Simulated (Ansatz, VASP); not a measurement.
SiGe: VASP beside Ansatz

```
CELL_PARAMETERS angstrom
3.93485 0.00000 0.00000
-1.96742 3.40768 0.00000
0.00000 0.00000 6.49996
ATOMIC_POSITIONS crystal
Si 0.66667 0.33333 0.87455
Si 0.33333 0.66667 0.37455
Ge 0.66667 0.33333 0.48493
Ge 0.33333 0.66667 0.98493
```

Alike in both runs: task single point; functional PBEsol; k mesh 12 × 12 × 6; occupations gaussian, width 0.03 eV; no spin polarisation.

|  | VASP | Ansatz |
| --- | --- | --- |
| version | VASP 6.6.1 | Ansatz 0.2.0 |
| potentials or method | VASP PAW PBE potentials, release 64 (Si, Ge_d), cutoff 520 eV | scalar-relativistic, plane waves, PAW |
| valence electrons in the cell | 36 | 36 |

Ansatz gave:

- gap on the k mesh at the Fermi level (eV): 0.09
- least direct gap on the mesh (eV): 0.14
- pressure (GPa): -1.6
- traceless stress, the component that is largest in VASP (GPa): -2.93
- rms of the force components (eV/Å): 0.569

Question: Estimate VASP's values.

Answer: gap on the k mesh at the Fermi level (eV): 0.09; least direct gap on the mesh (eV): 0.13; pressure (GPa): -1.6; traceless stress, the component that is largest in VASP (GPa): -2.92; rms of the force components (eV/Å): 0.568.

VASP's potentials were made for PBE, not for PBEsol, and Ansatz warns of the same on its side. Atom by atom the forces differ by 0.001 eV/Å (rms over components).
